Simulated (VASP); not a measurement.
# CdTe (I-4m2) in VASP: further runs

CdTe is run at these levels: PBEsol; tasks: single point.

All numbers are computed with VASP 6.6.1; they aren't measurements. Logs are shortened: lines on timing, memory, paths and dates and some standing lists are left out, and cuts for length are marked.

## Step 1: The cell of the first run

The structure is tetragonal, space group I-4m2 (No. 119). Conventional cell: a = 4.589 Å, b = 4.589 Å, c = 6.165 Å, α = 90.00°, β = 90.00°, γ = 90.00°. Within 3.6 Å of Cd (site symmetry -4m2) lie 4 Te at 2.76 Å. Within 3.6 Å of Te (site symmetry -4m2) lie 4 Cd at 2.76 Å.

## Step 2: Single point, PBEsol (strain -0.0500 x Voigt [0, 1, 0, 0, 0, 0])

Contents of INCAR:

```
ALGO = Normal ; EDIFF = 1E-6
ENCUT = 520 ; GGA = PS
ISIF = 2 ; ISMEAR = 0
LASPH = T ; LCHARG = F
LREAL = F ; LWAVE = F
NBANDS = 16 ; NELM = 80
PREC = Accurate ; SIGMA = 0.05
```

Contents of KPOINTS:

```
k-points
0
Gamma
  8 8 8
```

Contents of POSCAR:

```
CdTe
1.0
    0.0000000000      3.0824379506      3.2446715270
    3.2446715270      0.0000000000      3.2446715270
    3.2446715270      3.0824379506      0.0000000000
Cd Te
1 1
Direct
    0.0000000000      0.0000000000      0.0000000000
    0.7500000000      0.7500000000      0.7500000000
```

Potentials or basis: VASP PAW PBE potentials, release 64 (Cd, Te).

Command:

```sh
$ cat potpaw_PBE.64/Cd/POTCAR potpaw_PBE.64/Te/POTCAR > POTCAR
$ mpirun -np 1 vasp_std > vasp.out
```

OUTCAR:

```text
EDIFF = 1E-6
   ENCUT = 520
   GGA = PS
   ISIF = 2
   ISMEAR = 0
   LASPH = T
   LREAL = F
   NELM = 80
   PREC = Accurate

 ion  position               nearest neighbor table
   1  0.000  0.000  0.000-   2 2.76   2 2.76   2 2.76   2 2.76
   2  0.750  0.750  0.750-   1 2.76   1 2.76   1 2.76   1 2.76

  LATTYP: Found a body centered tetragonal cell.
 ALAT       =     4.5886584789
 C/A-ratio  =     1.3435028842

  Lattice vectors:

 A1 = (   0.0000000000,  -3.0824379506,   3.2446715270)
 A2 = (   0.0000000000,  -3.0824379506,  -3.2446715270)
 A3 = (   3.2446715270,   3.0824379506,   0.0000000000)

Analysis of symmetry for initial positions (statically):
=====================================================================
 Subroutine PRICEL returns:
 Original cell was already a primitive cell.

 Routine SETGRP: Setting up the symmetry group for a
 body centered tetragonal supercell.

 Subroutine GETGRP returns: Found  8 space group operations
 (whereof  8 operations were pure point group operations)
 out of a pool of 16 trial point group operations.

The static configuration has the point symmetry D_2d.

Analysis of symmetry for dynamics (positions and initial velocities):
=====================================================================
 Subroutine PRICEL returns:
 Original cell was already a primitive cell.

 Routine SETGRP: Setting up the symmetry group for a
 body centered tetragonal supercell.

 Subroutine GETGRP returns: Found  8 space group operations
 (whereof  8 operations were pure point group operations)
 out of a pool of 16 trial point group operations.

The dynamic configuration has the point symmetry D_2d.

 Subroutine INISYM returns: Found  8 space group operations
 (whereof  8 operations are pure point group operations),
 and found     1 'primitive' translations

----------------------------------------------------------------------------------------

                                     Primitive cell

  volume of cell :      64.9032

  direct lattice vectors                    reciprocal lattice vectors
     0.000000000  3.082437951  3.244671527    -0.154098803  0.162209267  0.154098803
     3.244671527  0.000000000  3.244671527     0.154098803 -0.162209267  0.154098803
     3.244671527  3.082437951  0.000000000     0.154098803  0.162209267 -0.154098803

  length of vectors
     4.475412499  4.588658479  4.475412499     0.271670257  0.271670257  0.271670257

  position of ions in fractional coordinates (direct lattice)
     0.000000000  0.000000000  0.000000000
     0.750000000  0.750000000  0.750000000

  ion indices of the primitive-cell ions
   primitive index   ion index
                 1           1
                 2           2

----------------------------------------------------------------------------------------

 KPOINTS: k-points

Automatic generation of k-mesh.
 Grid dimensions read from file:
 generate k-points for:    8    8    8

 Generating k-lattice:

  Cartesian coordinates                     Fractional coordinates (reciprocal lattice)
    -0.019262350  0.020276158  0.019262350     0.125000000  0.000000000 -0.000000000
     0.019262350 -0.020276158  0.019262350     0.000000000  0.125000000  0.000000000
     0.019262350  0.020276158 -0.019262350    -0.000000000  0.000000000  0.125000000

  Length of vectors
     0.033958782  0.033958782  0.033958782

  Shift w.r.t. Gamma in fractional coordinates (k-lattice)
     0.000000000  0.000000000  0.000000000

 Subroutine IBZKPT returns following result:
 ===========================================

 Found     59 irreducible k-points:

 Following reciprocal coordinates:
            Coordinates               Weight
  0.000000  0.000000  0.000000      1.000000
  0.125000  0.000000  0.000000      8.000000
  0.250000  0.000000  0.000000      8.000000
  0.375000  0.000000  0.000000      8.000000
  0.500000  0.000000  0.000000      4.000000
  0.125000  0.125000  0.000000      4.000000
[... 16 lines left out ...]
  0.250000  0.000000  0.125000      8.000000
  0.375000  0.000000  0.125000      8.000000
 [... further k-points ...]
   k-points           NKPTS =     59   k-points in BZ     NKDIM =     59   number of bands    NBANDS=     16
   number of dos      NEDOS =    301   number of ions     NIONS =      2
   total plane-waves  NPLWV =  46656
   dimension x,y,z NGX =    36 NGY =   36 NGZ =   36
   dimension x,y,z NGXF=    72 NGYF=   72 NGZF=   72
   ions per type =               1   1
   NGX,Y,Z   is equivalent  to a cutoff of  13.37, 13.04, 13.37 a.u.
   NGXF,Y,Z  is equivalent  to a cutoff of  26.75, 26.09, 26.75 a.u.
 SYSTEM =  unknown system
   PREC   = accura    normal or accurate (medium, high low for compatibility)
   ISTART =      0    job   : 0-new  1-cont  2-samecut
   ICHARG =      2    charge: 1-file 2-atom 10-const
   ISPIN  =      1    spin polarized calculation?
   LNONCOLLINEAR =      F non collinear calculations
   LSORBIT =      F    spin-orbit coupling
   LASPH  =      T    aspherical Exc in radial PAW
   ENCUT  =  520.0 eV  38.22 Ry    6.18 a.u.   8.32  8.53  8.32*2*pi/ulx,y,z
   NELM   =     80;   NELMIN=  2; NELMDL= -5     # of ELM steps
   EDIFF  = 0.1E-05   stopping-criterion for ELM
   LREAL  =      F    real-space projection
   EDIFFG = 0.1E-04   stopping-criterion for IOM
   NSW    =      0    number of steps for IOM
   IBRION =     -1    ionic relax: 0-MD 1-quasi-New 2-CG
   NFREE  =      0    steps in history (QN), initial steepest desc. (CG)
   ISIF   =      2    stress and relaxation
   ISYM   =      2    0-nonsym 1-usesym 2-fastsym
   POTIM  = 0.5000    time-step for ionic-motion
   TEBEG  =    0.0;   TEEND  =   0.0 temperature during run
   PSTRESS=    0.0 pullay stress
   NELECT =      18.0000    total number of electrons
   NUPDOWN=      -1.0000    fix difference up-down
   EMIN   =  10.00;   EMAX   =-10.00  energy-range for DOS
   EFERMI =   0.00;   METHOD = LEGACY
   ISMEAR =     0;   SIGMA  =   0.05  broadening in eV -4-tet -1-fermi 0-gaus
   EFERMI_NEDOS =   21; number of points for ismear=-14 and -15
   IALGO  =     38    algorithm
   IMIX   =      4    mixing-type and parameters
     AMIX     =   0.40;   BMIX     =  1.00
     AMIX_MAG =   1.60;   BMIX_MAG =  1.00
  volume/ion in A,a.u.               =      32.45       218.99
  Fermi-wavevector in a.u.,A,eV,Ry     =   1.067604  2.017480 15.507640  1.139779
  Thomas-Fermi vector in A             =   2.203226
   LORBIT       =      0    0 simple, 1 ext, 2 COOP (PROOUT), +10 PAW based schemes
   GGA     = PS    functional components
   LHFCALC =     F    Hartree Fock is set to
   AEXX    =    0.0000 exact exchange contribution
   IVDW    =     0    specifies the selected vdW correction
   LEPSILON=     F    determine dielectric tensor
   LRPA    =     F    only Hartree local field effects (RPA)
 non-spin polarized calculation
 Gauss-broadening in eV      SIGMA  =   0.05
  energy-cutoff  :      520.00
  volume of cell :       64.90
 maximum number of plane-waves:      1768
 NGX is ok and might be reduce to    36
   NGX = 17   NGY = 17   NGZ = 17

 number of electron      17.9999996 magnetization

 Free energy of the ion-electron system (eV)
  ---------------------------------------------------
  ext. energy  EPLUGINS =         0.00000000
  ---------------------------------------------------
  free energy    TOTEN  =        -5.45642102 eV

  energy without entropy =       -5.45642102  energy(sigma->0) =       -5.45642102

 E-fermi :   3.0348     XC(G=0):  -8.9960

 val. band max:        2.7577477817   @ k =   0.0000   0.0000   0.0000
 cond. band min:       3.4495265870   @ k =   0.0000   0.0000   0.0000
 fundamental gap:      0.6917788053
 Fermi energy:         3.0348209353

 k-point     1 :       0.0000    0.0000    0.0000
  band No.  band energies     occupation
      1      -8.8387      2.00000
      2      -5.7807      2.00000
      3      -5.7807      2.00000
      4      -5.7693      2.00000
      5      -5.4834      2.00000
      6      -5.4698      2.00000
[... 8 lines left out ...]
     15      11.7175      0.00000
     16      12.3454      0.00000

 k-point     2 :       0.1250    0.0000    0.0000
  band No.  band energies     occupation
      1      -8.7723      2.00000
      2      -5.7681      2.00000
      3      -5.7613      2.00000
      4      -5.7299      2.00000
      5      -5.4835      2.00000
      6      -5.4717      2.00000
[... 8 lines left out ...]
     15      11.0384      0.00000
     16      11.4392      0.00000

 k-point     3 :       0.2500    0.0000    0.0000
  band No.  band energies     occupation
      1      -8.6105      2.00000
      2      -5.7408      2.00000
      3      -5.7312      2.00000
      4      -5.5723      2.00000
      5      -5.4798      2.00000
      6      -5.4717      2.00000
[... 8 lines left out ...]
     15      10.9980      0.00000
     16      11.3092      0.00000

 k-point     4 :       0.3750    0.0000    0.0000
  band No.  band energies     occupation
      1      -8.4490      2.00000
      2      -5.7193      2.00000
      3      -5.7056      2.00000
      4      -5.4756      2.00000
      5      -5.4691      2.00000
      6      -5.2824      2.00000
[... 8 lines left out ...]
     15      11.9093      0.00000
     16      12.0093      0.00000
[... 324 lines left out ...]
 k-point    22 :       0.1250    0.0000    0.1250
  band No.  band energies     occupation
      1      -8.7462      2.00000
      2      -5.7557      2.00000
      3      -5.7557      2.00000
      4      -5.7255      2.00000
      5      -5.4770      2.00000
      6      -5.4749      2.00000
[... 8 lines left out ...]
     15      11.4107      0.00000
     16      11.8705      0.00000

 k-point    23 :       0.2500    0.0000    0.1250
  band No.  band energies     occupation
      1      -8.6140      2.00000
      2      -5.7313      2.00000
      3      -5.7263      2.00000
      4      -5.6226      2.00000
      5      -5.4703      2.00000
      6      -5.4649      2.00000
[... 8 lines left out ...]
     15      11.8137      0.00000
     16      11.9787      0.00000

 k-point    24 :       0.3750    0.0000    0.1250
  band No.  band energies     occupation
      1      -8.4538      2.00000
      2      -5.7053      2.00000
      3      -5.7015      2.00000
      4      -5.5192      2.00000
      5      -5.4621      2.00000
      6      -5.3116      2.00000
[... 8 lines left out ...]
     15      11.9430      0.00000
     16      12.5834      0.00000

 [... further k-points ...]
[... 5 lines left out ...]
  --------------------------------------------------------------------------------------
  -------------------------------------------------------------------------------------
  Total        0.9368179      1.2089451      0.9368179      0.0000000     -0.0000000      0.0000000
  in kB       23.1259702     29.8436099     23.1259702      0.0000000     -0.0000000      0.0000000
  external PRESSURE =      25.3651834 kB  Pullay stress =       0.0000000 kB

 VOLUME and BASIS-vectors are now :
 -----------------------------------------------------------------------------
  energy-cutoff  :      520.00
  volume of cell :       64.90
      direct lattice vectors                 reciprocal lattice vectors
     0.000000000  3.082437951  3.244671527    -0.154098803  0.162209267  0.154098803
     3.244671527  0.000000000  3.244671527     0.154098803 -0.162209267  0.154098803
     3.244671527  3.082437951  0.000000000     0.154098803  0.162209267 -0.154098803

 POSITION                                       TOTAL-FORCE (eV/Angst)
 -----------------------------------------------------------------------------------
      0.00000      0.00000      0.00000         0.000000     -0.000000      0.000000
      4.86701      4.62366      4.86701        -0.000000      0.000000      0.000000
 -----------------------------------------------------------------------------------
    total drift:                                0.000000      0.000000      0.000000

  FREE ENERGIE OF THE ION-ELECTRON SYSTEM (eV)
  ---------------------------------------------------
  free  energy   TOTEN  =        -5.4564210152 eV

  energy  without entropy=       -5.4564210152  energy(sigma->0) =       -5.45642102
```

Wall time 27 s (1 thread of Intel Xeon 6975P-C (Granite Rapids), shared host); peak memory 0.24 GiB.

Results:

```
Free energy            : -5.4564 eV
Pressure               : 2.5 GPa
Band gap on the k mesh : 0.69 eV, direct
```

Levels at points of the mesh, in eV from the valence-band top:
```tsv
k point	band 5	band 6	band 7	band 8	band 9	band 10	band 11	band 12	band 13	band 14
(0.00, 0.00, 0.00)	-8.24	-8.23	-0.16	-0.16	0.00	0.69	4.42	4.42	4.42	7.26
(0.50, 0.00, 0.00)	-8.22	-7.85	-4.85	-1.09	-0.83	1.65	4.85	5.20	6.86	8.57
(0.50, 0.50, 0.00)	-8.20	-7.73	-4.77	-2.11	-2.03	2.35	2.61	8.73	8.94	9.31
(0.50, 0.00, 0.50)	-8.20	-7.63	-4.51	-2.31	-2.31	2.15	2.21	9.12	9.20	9.20
```

Caveat: the cell differs from its parent crystal (strain -0.0500 x Voigt [0, 1, 0, 0, 0, 0]); the PAW data sets were made with another functional, which shifts forces and pressure a little; spin-orbit coupling is left out, which moves the levels of the heavy elements.

[end of part 1 of 2]
